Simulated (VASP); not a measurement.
# CdS (P3m1) in VASP: further runs

Runs on CdS. Level: PBE. Tasks: single point.

Everything below comes from runs of VASP 6.6.1. Logs are shortened: lines on timing, memory, paths and dates and some standing lists are left out, and cuts for length are marked.

## 1. The cell of the first run

The structure is trigonal, space group P3m1 (No. 156). Conventional cell: a = 4.261 Å, b = 4.261 Å, c = 5.804 Å, α = 90.00°, β = 90.00°, γ = 120.00°. Cd (site symmetry 3m) has 3 S at 2.46 Å within 3.2 Å. S (site symmetry 3m) has 3 Cd at 2.46 Å within 3.2 Å.

## 2. Single point, PBE

INCAR

```
SYSTEM = CdS
  ALGO = Normal
  EDIFF = 1E-6
  ENCUT = 520
  GGA = PE
  ISIF = 2
  ISMEAR = 0
  LASPH = .True.
  LCHARG = .False.
  LREAL = .False.
  LWAVE = .False.
  NBANDS = 16
  NELM = 60
  PREC = Accurate
  SIGMA = 0.022
```

KPOINTS

```
k-points
0
Gamma
  7 7 5
  0 0 0
```

POSCAR

```
CdS
1.0
    4.2611695877      0.0000000000      0.0000000000
   -2.1305847939      3.6902811128      0.0000000000
    0.0000000000      0.0000000000      5.8041729400
Cd S
1 1
Direct
    0.0000000000      0.0000000000      0.4426919200
    0.6666666667      0.3333333333      0.4343080800
```

Potentials or basis: VASP PAW PBE potentials, release 64 (Cd, S).

On the command line:

```
$ cat potpaw_PBE.64/Cd/POTCAR potpaw_PBE.64/S/POTCAR > POTCAR
$ mpirun -np 1 vasp_std > vasp.out
```

OUTCAR:

```text
SYSTEM = CdS
   EDIFF = 1E-6
   ENCUT = 520
   GGA = PE
   ISIF = 2
   ISMEAR = 0
   LASPH = .True.
   LREAL = .False.
   NELM = 60
   PREC = Accurate

 ion  position               nearest neighbor table
   1  0.000  0.000  0.443-   2 2.46   2 2.46   2 2.46
   2  0.667  0.333  0.434-   1 2.46   1 2.46   1 2.46

  LATTYP: Found a hexagonal cell.
 ALAT       =     4.2611695877
 C/A-ratio  =     1.3621079426

  Lattice vectors:

 A1 = (   4.2611695877,   0.0000000000,   0.0000000000)
 A2 = (  -2.1305847939,   3.6902811128,   0.0000000000)
 A3 = (   0.0000000000,   0.0000000000,   5.8041729400)

Analysis of symmetry for initial positions (statically):
=====================================================================
 Subroutine PRICEL returns:
 Original cell was already a primitive cell.

 Routine SETGRP: Setting up the symmetry group for a
 hexagonal supercell.

 Subroutine GETGRP returns: Found  6 space group operations
 (whereof  6 operations were pure point group operations)
 out of a pool of 24 trial point group operations.

The static configuration has the point symmetry C_3v.

Analysis of symmetry for dynamics (positions and initial velocities):
=====================================================================
 Subroutine PRICEL returns:
 Original cell was already a primitive cell.

 Routine SETGRP: Setting up the symmetry group for a
 hexagonal supercell.

 Subroutine GETGRP returns: Found  6 space group operations
 (whereof  6 operations were pure point group operations)
 out of a pool of 24 trial point group operations.

The dynamic configuration has the point symmetry C_3v.

 Subroutine INISYM returns: Found  6 space group operations
 (whereof  6 operations are pure point group operations),
 and found     1 'primitive' translations

----------------------------------------------------------------------------------------

                                     Primitive cell

  volume of cell :      91.2701

  direct lattice vectors                    reciprocal lattice vectors
     4.261169588  0.000000000  0.000000000     0.234677353  0.135491033  0.000000000
    -2.130584794  3.690281113  0.000000000     0.000000000  0.270982066  0.000000000
     0.000000000  0.000000000  5.804172940     0.000000000  0.000000000  0.172289835

  length of vectors
     4.261169588  4.261169588  5.804172940     0.270982066  0.270982066  0.172289835

  position of ions in fractional coordinates (direct lattice)
     0.000000000  0.000000000  0.442691920
     0.666666667  0.333333333  0.434308080

  ion indices of the primitive-cell ions
   primitive index   ion index
                 1           1
                 2           2

----------------------------------------------------------------------------------------

 KPOINTS: k-points

Automatic generation of k-mesh.
 Grid dimensions read from file:
 generate k-points for:    7    7    5

 Generating k-lattice:

  Cartesian coordinates                     Fractional coordinates (reciprocal lattice)
     0.033525336  0.019355862  0.000000000     0.142857143 -0.000000000  0.000000000
     0.000000000  0.038711724  0.000000000     0.000000000  0.142857143  0.000000000
     0.000000000  0.000000000  0.034457967     0.000000000  0.000000000  0.200000000

  Length of vectors
     0.038711724  0.038711724  0.034457967

  Shift w.r.t. Gamma in fractional coordinates (k-lattice)
     0.000000000  0.000000000  0.000000000

 Subroutine IBZKPT returns following result:
 ===========================================

 Found     32 irreducible k-points:

 Following reciprocal coordinates:
            Coordinates               Weight
  0.000000  0.000000  0.000000      1.000000
  0.142857 -0.000000  0.000000      6.000000
  0.285714  0.000000  0.000000      6.000000
  0.428571 -0.000000  0.000000      6.000000
  0.142857  0.142857  0.000000      6.000000
  0.285714  0.142857  0.000000     12.000000
[... 16 lines left out ...]
  0.000000  0.142857  0.400000      6.000000
  0.285714  0.000000  0.400000      6.000000
 [... further k-points ...]
   k-points           NKPTS =     32   k-points in BZ     NKDIM =     32   number of bands    NBANDS=     16
   number of dos      NEDOS =    301   number of ions     NIONS =      2
   total plane-waves  NPLWV =  49152
   dimension x,y,z NGX =    32 NGY =   32 NGZ =   48
   dimension x,y,z NGXF=    64 NGYF=   64 NGZF=   96
   ions per type =               1   1
   NGX,Y,Z   is equivalent  to a cutoff of  12.48, 12.48, 13.75 a.u.
   NGXF,Y,Z  is equivalent  to a cutoff of  24.97, 24.97, 27.50 a.u.
 SYSTEM =  CdS
   PREC   = accura    normal or accurate (medium, high low for compatibility)
   ISTART =      0    job   : 0-new  1-cont  2-samecut
   ICHARG =      2    charge: 1-file 2-atom 10-const
   ISPIN  =      1    spin polarized calculation?
   LNONCOLLINEAR =      F non collinear calculations
   LSORBIT =      F    spin-orbit coupling
   LASPH  =      T    aspherical Exc in radial PAW
   ENCUT  =  520.0 eV  38.22 Ry    6.18 a.u.   7.92  7.92 10.79*2*pi/ulx,y,z
   NELM   =     60;   NELMIN=  2; NELMDL= -5     # of ELM steps
   EDIFF  = 0.1E-05   stopping-criterion for ELM
   LREAL  =      F    real-space projection
   EDIFFG = 0.1E-04   stopping-criterion for IOM
   NSW    =      0    number of steps for IOM
   IBRION =     -1    ionic relax: 0-MD 1-quasi-New 2-CG
   NFREE  =      0    steps in history (QN), initial steepest desc. (CG)
   ISIF   =      2    stress and relaxation
   ISYM   =      2    0-nonsym 1-usesym 2-fastsym
   POTIM  = 0.5000    time-step for ionic-motion
   TEBEG  =    0.0;   TEEND  =   0.0 temperature during run
   PSTRESS=    0.0 pullay stress
   NELECT =      18.0000    total number of electrons
   NUPDOWN=      -1.0000    fix difference up-down
   EMIN   =  10.00;   EMAX   =-10.00  energy-range for DOS
   EFERMI =   0.00;   METHOD = LEGACY
   ISMEAR =     0;   SIGMA  =   0.02  broadening in eV -4-tet -1-fermi 0-gaus
   EFERMI_NEDOS =   21; number of points for ismear=-14 and -15
   IALGO  =     38    algorithm
   IMIX   =      4    mixing-type and parameters
     AMIX     =   0.40;   BMIX     =  1.00
     AMIX_MAG =   1.60;   BMIX_MAG =  1.00
  volume/ion in A,a.u.               =      45.64       307.96
  Fermi-wavevector in a.u.,A,eV,Ry     =   0.952919  1.800756 12.354841  0.908055
  Thomas-Fermi vector in A             =   2.081527
   LORBIT       =      0    0 simple, 1 ext, 2 COOP (PROOUT), +10 PAW based schemes
   GGA     = PE    functional components
   LHFCALC =     F    Hartree Fock is set to
   AEXX    =    0.0000 exact exchange contribution
   IVDW    =     0    specifies the selected vdW correction
   LEPSILON=     F    determine dielectric tensor
   LRPA    =     F    only Hartree local field effects (RPA)
 non-spin polarized calculation
 Gauss-broadening in eV      SIGMA  =   0.02
  energy-cutoff  :      520.00
  volume of cell :       91.27
 maximum number of plane-waves:      2478
   NGX = 15   NGY = 15   NGZ = 21

 number of electron      18.0000002 magnetization

 Free energy of the ion-electron system (eV)
  ---------------------------------------------------
  ext. energy  EPLUGINS =         0.00000000
  ---------------------------------------------------
  free energy    TOTEN  =        -5.64886534 eV

  energy without entropy =       -5.64886534  energy(sigma->0) =       -5.64886534

 E-fermi :  -1.9702     XC(G=0):  -6.1436

 val. band max:       -2.1166756881   @ k =   0.0000   0.0000   0.4000
 cond. band min:      -0.6450869855   @ k =   0.0000   0.0000   0.0000
 fundamental gap:      1.4715887026
 Fermi energy:        -1.9701615168

 k-point     1 :       0.0000    0.0000    0.0000
  band No.  band energies     occupation
      1     -13.7261      2.00000
      2      -9.7565      2.00000
      3      -9.7565      2.00000
      4      -9.2517      2.00000
      5      -9.2517      2.00000
      6      -9.0459      2.00000
[... 8 lines left out ...]
     15       8.9016      0.00000
     16       9.5934      0.00000

 k-point     2 :       0.1429   -0.0000    0.0000
  band No.  band energies     occupation
      1     -13.6638      2.00000
      2      -9.7278      2.00000
      3      -9.7051      2.00000
      4      -9.2728      2.00000
      5      -9.2547      2.00000
      6      -9.0239      2.00000
[... 8 lines left out ...]
     15       9.3820      0.00000
     16       9.5885      0.00000

 k-point     3 :       0.2857    0.0000    0.0000
  band No.  band energies     occupation
      1     -13.5226      2.00000
      2      -9.6256      2.00000
      3      -9.5831      2.00000
      4      -9.3184      2.00000
      5      -9.2613      2.00000
      6      -8.9630      2.00000
[... 8 lines left out ...]
     15       8.4548      0.00000
     16       8.8044      0.00000

 k-point     4 :       0.4286   -0.0000    0.0000
  band No.  band energies     occupation
      1     -13.4090      2.00000
      2      -9.4974      2.00000
      3      -9.4778      2.00000
      4      -9.3532      2.00000
      5      -9.2665      2.00000
      6      -8.8805      2.00000
[... 8 lines left out ...]
     15       8.1599      0.00000
     16       8.3347      0.00000
[... 324 lines left out ...]
 k-point    22 :       0.1429   -0.0000    0.4000
  band No.  band energies     occupation
      1     -13.6608      2.00000
      2      -9.7276      2.00000
      3      -9.7049      2.00000
      4      -9.2736      2.00000
      5      -9.2552      2.00000
      6      -9.0159      2.00000
[... 8 lines left out ...]
     15       8.0784      0.00000
     16       8.8319      0.00000

 k-point    23 :       0.0000    0.1429    0.4000
  band No.  band energies     occupation
      1     -13.6608      2.00000
      2      -9.7276      2.00000
      3      -9.7049      2.00000
      4      -9.2736      2.00000
      5      -9.2552      2.00000
      6      -9.0159      2.00000
[... 8 lines left out ...]
     15       8.0406      0.00000
     16       8.8358      0.00000

 k-point    24 :       0.2857    0.0000    0.4000
  band No.  band energies     occupation
      1     -13.5200      2.00000
      2      -9.6251      2.00000
      3      -9.5830      2.00000
      4      -9.3199      2.00000
      5      -9.2619      2.00000
      6      -8.9573      2.00000
[... 8 lines left out ...]
     15       7.8493      0.00000
     16       8.3209      0.00000

 [... further k-points ...]

------------------------ aborting loop because EDIFF is reached ----------------------------------------

  FORCE on cell =-STRESS in cart. coord.  units (eV):
  Direction    XX          YY          ZZ          XY          YZ          ZX
  --------------------------------------------------------------------------------------
  -------------------------------------------------------------------------------------
  Total       -0.0507329     -0.0507329     -0.0029052      0.0000000      0.0000000      0.0000000
  in kB       -0.8905780     -0.8905780     -0.0509987      0.0000000      0.0000000      0.0000000
  external PRESSURE =      -0.6107183 kB  Pullay stress =       0.0000000 kB

 VOLUME and BASIS-vectors are now :
 -----------------------------------------------------------------------------
  energy-cutoff  :      520.00
  volume of cell :       91.27
      direct lattice vectors                 reciprocal lattice vectors
     4.261169588  0.000000000  0.000000000     0.234677353  0.135491033  0.000000000
    -2.130584794  3.690281113  0.000000000     0.000000000  0.270982066  0.000000000
     0.000000000  0.000000000  5.804172940     0.000000000  0.000000000  0.172289835

 POSITION                                       TOTAL-FORCE (eV/Angst)
 -----------------------------------------------------------------------------------
      0.00000      0.00000      2.56946         0.000000      0.000000     -0.002428
      2.13058      1.23009      2.52080        -0.000000     -0.000000      0.002428
 -----------------------------------------------------------------------------------
    total drift:                                0.000001     -0.000000      0.000032

  FREE ENERGIE OF THE ION-ELECTRON SYSTEM (eV)
  ---------------------------------------------------
  free  energy   TOTEN  =        -5.6488653449 eV

  energy  without entropy=       -5.6488653449  energy(sigma->0) =       -5.64886534
```

It took 57 s on 1 thread of Intel Xeon 8259CL, shared host; peak memory 0.23 GiB.

Results:

* Free energy: -5.6489 eV
* Pressure: -0.1 GPa
* Band gap on the k mesh: 1.47 eV

Forces in eV/Å, atoms in the order of the input:
```
Cd   0.000  0.000 -0.002
S    0.000  0.000  0.002
```

Levels at points of the mesh, in eV from the valence-band top:
| k point | band 5 | band 6 | band 7 | band 8 | band 9 | band 10 | band 11 | band 12 | band 13 | band 14 |
| --- | --- | --- | --- | --- | --- | --- | --- | --- | --- | --- |
| (0.00, 0.00, 0.00) | -7.13 | -6.93 | -1.05 | 0.00 | 0.00 | 1.47 | 5.58 | 6.93 | 6.93 | 6.98 |

Caveat: an odd mesh through Γ misses points on the zone boundary, where band edges can lie.

## 3. Single point, PBE

INCAR

```
PREC = Accurate
ENCUT = 520
EDIFF = 1E-6
ISMEAR = 0
SIGMA = 0.023
LREAL = False
LASPH = True
NELM = 80
ALGO = Normal
ISIF = 2
LWAVE = False
LCHARG = False
GGA = PE
NBANDS = 16
```

KPOINTS

```
Automatic mesh
0
Gamma
  7 7 5
```

POSCAR is that of step 2.

Potentials or basis: VASP PAW PBE potentials, release 64 (Cd, S).

On the command line:

```
$ cat potpaw_PBE.64/Cd/POTCAR potpaw_PBE.64/S/POTCAR > POTCAR
$ mpirun -np 1 vasp_std > vasp.out
```

OUTCAR:

```text
PREC = Accurate
   ENCUT = 520
   EDIFF = 1E-6
   ISMEAR = 0
   LREAL = False
   LASPH = True
   NELM = 80
   ISIF = 2
   GGA = PE

 ion  position               nearest neighbor table
   1  0.000  0.000  0.443-   2 2.46   2 2.46   2 2.46
   2  0.667  0.333  0.434-   1 2.46   1 2.46   1 2.46

  LATTYP: Found a hexagonal cell.
 ALAT       =     4.2611695877
 C/A-ratio  =     1.3621079426

  Lattice vectors:

 A1 = (   4.2611695877,   0.0000000000,   0.0000000000)
 A2 = (  -2.1305847939,   3.6902811128,   0.0000000000)
 A3 = (   0.0000000000,   0.0000000000,   5.8041729400)

Analysis of symmetry for initial positions (statically):
=====================================================================
 Subroutine PRICEL returns:
 Original cell was already a primitive cell.

 Routine SETGRP: Setting up the symmetry group for a
 hexagonal supercell.

 Subroutine GETGRP returns: Found  6 space group operations
 (whereof  6 operations were pure point group operations)
 out of a pool of 24 trial point group operations.

[... 155 lines left out ...]
  ---------------------------------------------------
  ext. energy  EPLUGINS =         0.00000000
  ---------------------------------------------------
  free energy    TOTEN  =        -5.64886534 eV

  energy without entropy =       -5.64886534  energy(sigma->0) =       -5.64886534

 E-fermi :  -1.9702     XC(G=0):  -6.1436

 val. band max:       -2.1166756881   @ k =   0.0000   0.0000   0.4000
 cond. band min:      -0.6450869855   @ k =   0.0000   0.0000   0.0000
 fundamental gap:      1.4715887026
 Fermi energy:        -1.9701615168

 k-point     1 :       0.0000    0.0000    0.0000
  band No.  band energies     occupation
      1     -13.7261      2.00000
      2      -9.7565      2.00000
      3      -9.7565      2.00000
      4      -9.2517      2.00000
      5      -9.2517      2.00000
      6      -9.0459      2.00000
[... 433 lines left out ...]
      3      -9.5830      2.00000
      4      -9.3199      2.00000
      5      -9.2619      2.00000
      6      -8.9573      2.00000
[... 8 lines left out ...]
     15       7.8493      0.00000
     16       8.3209      0.00000

 [... further k-points ...]
[... 5 lines left out ...]
  --------------------------------------------------------------------------------------
  -------------------------------------------------------------------------------------
  Total       -0.0507330     -0.0507330     -0.0029052      0.0000000      0.0000000      0.0000000
  in kB       -0.8905783     -0.8905783     -0.0509989      0.0000000      0.0000000      0.0000000
  external PRESSURE =      -0.6107185 kB  Pullay stress =       0.0000000 kB

 VOLUME and BASIS-vectors are now :
 -----------------------------------------------------------------------------
  energy-cutoff  :      520.00
  volume of cell :       91.27
      direct lattice vectors                 reciprocal lattice vectors
     4.261169588  0.000000000  0.000000000     0.234677353  0.135491033  0.000000000
    -2.130584794  3.690281113  0.000000000     0.000000000  0.270982066  0.000000000
     0.000000000  0.000000000  5.804172940     0.000000000  0.000000000  0.172289835

 POSITION                                       TOTAL-FORCE (eV/Angst)
 -----------------------------------------------------------------------------------
      0.00000      0.00000      2.56946        -0.000000      0.000000     -0.002428
      2.13058      1.23009      2.52080         0.000000     -0.000000      0.002428
 -----------------------------------------------------------------------------------
    total drift:                                0.000001     -0.000000      0.000032

  FREE ENERGIE OF THE ION-ELECTRON SYSTEM (eV)
  ---------------------------------------------------
  free  energy   TOTEN  =        -5.6488653449 eV

  energy  without entropy=       -5.6488653449  energy(sigma->0) =       -5.64886534
```

OSZICAR:

```text
N       E                     dE             d eps       ncg     rms          rms(c)
DAV:   1     0.106666477375E+03    0.10667E+03   -0.78911E+03  1024   0.935E+02
DAV:   2    -0.882306011869E+00   -0.10755E+03   -0.10166E+03  1272   0.233E+02
DAV:   3    -0.638505384976E+01   -0.55027E+01   -0.54829E+01  1312   0.538E+01
DAV:   4    -0.643616734994E+01   -0.51114E-01   -0.51109E-01  1320   0.506E+00
DAV:   5    -0.643725009848E+01   -0.10827E-02   -0.10827E-02  1344   0.688E-01    0.753E+00
DAV:   6    -0.568460707434E+01    0.75264E+00   -0.12448E+00  1520   0.126E+01    0.597E+00
DAV:   7    -0.564989901184E+01    0.34708E-01   -0.29544E-01  1272   0.351E+00    0.289E+00
DAV:   8    -0.564851662403E+01    0.13824E-02   -0.29182E-02  1184   0.203E+00    0.306E-01
DAV:   9    -0.564822602980E+01    0.29059E-03   -0.37713E-03  1296   0.778E-01    0.123E-01
DAV:  10    -0.564861454166E+01   -0.38851E-03   -0.43395E-04  1128   0.161E-01    0.108E-01
DAV:  11    -0.564887585004E+01   -0.26131E-03   -0.33463E-04  1024   0.125E-01    0.478E-02
DAV:  12    -0.564886365531E+01    0.12195E-04   -0.36200E-05  1440   0.675E-02    0.112E-02
DAV:  13    -0.564886544599E+01   -0.17907E-05   -0.49592E-06  1088   0.143E-02    0.113E-02
DAV:  14    -0.564886534495E+01    0.10104E-06   -0.19303E-07  1144   0.519E-03
   1 F= -.56488653E+01 E0= -.56488653E+01  d E =-.665283E-21
```

stdout:

```text
POSCAR found type information on POSCAR CdS
 POSCAR found :  2 types and       2 ions
 scaLAPACK will be used
 LDA part: xc-table for (Slater+PW92), standard interpolation
 POSCAR, INCAR and KPOINTS ok, starting setup
 FFT: planning ... GRIDC
 FFT: planning ... GRID_SOFT
 FFT: planning ... GRID
 WAVECAR not read
 entering main loop
```

Run time: 54 s. Hardware: 1 thread of Intel Xeon 8259CL, shared host; peak memory 0.23 GiB.

Results:

* Free energy: -5.6489 eV
* Pressure: -0.1 GPa
* Band gap on the k mesh: 1.47 eV

Forces on the atoms (eV/Å):
```
Cd   0.000  0.000 -0.002
S    0.000  0.000  0.002
```

Levels at points of the mesh, in eV from the valence-band top:
```
           k point  band 6  band 7  band 8  band 9  band 10  band 11  band 12  band 13
(0.00, 0.00, 0.00)   -6.93   -1.05    0.00    0.00     1.47     5.58     6.93     6.93
```

Caveat: an odd mesh through Γ misses points on the zone boundary, where band edges can lie.
